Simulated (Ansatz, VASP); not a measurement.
**One calculation of Fe, two programs**

```
CELL_PARAMETERS angstrom
3.58864 0.00000 0.00000
-1.79432 3.10785 0.00000
0.00000 0.00000 4.83594
ATOMIC_POSITIONS crystal
Fe 0.33333 0.66667 0.46210
Fe 0.66667 0.33333 0.96210
Fe 0.66667 0.33333 0.53790
Fe 0.33333 0.66667 0.03790
```

Alike in both runs: functional r2SCAN; k mesh 6 × 6 × 4; occupations gaussian, width 0.1 eV; no spin polarisation.

Ansatz relaxed the structure, and its values are those at the end. VASP's run is a single point on that final structure, the one shown.

|  | VASP | Ansatz |
| --- | --- | --- |
| version | VASP 6.6.1 | Ansatz 0.2.0 |
| potentials or method | VASP PAW PBE potentials, release 64 (Fe), cutoff 520 eV | scalar-relativistic, plane waves, PAW |
| valence electrons in the cell | 32 | 64 |

Ansatz gave:

```
gap on the k mesh at the Fermi level (eV) : none
pressure (GPa)                            : 0.1
rms of the force components (eV/Å)        : 0.012
```

**Question.** What did VASP give for the same quantities?

**Answer.** gap on the k mesh at the Fermi level (eV): none; pressure (GPa): -0.7; rms of the force components (eV/Å): 0.021.

VASP's potentials were made for PBE, not for r2SCAN. A gap of «none» marks a metal or a gap that the smearing closes. The functional is the same, so the differences come from potentials, cutoffs and numerics. VASP's potentials hold 32 valence electrons a cell and Ansatz's 64, so a difference there can come from the potentials and not from the codes.
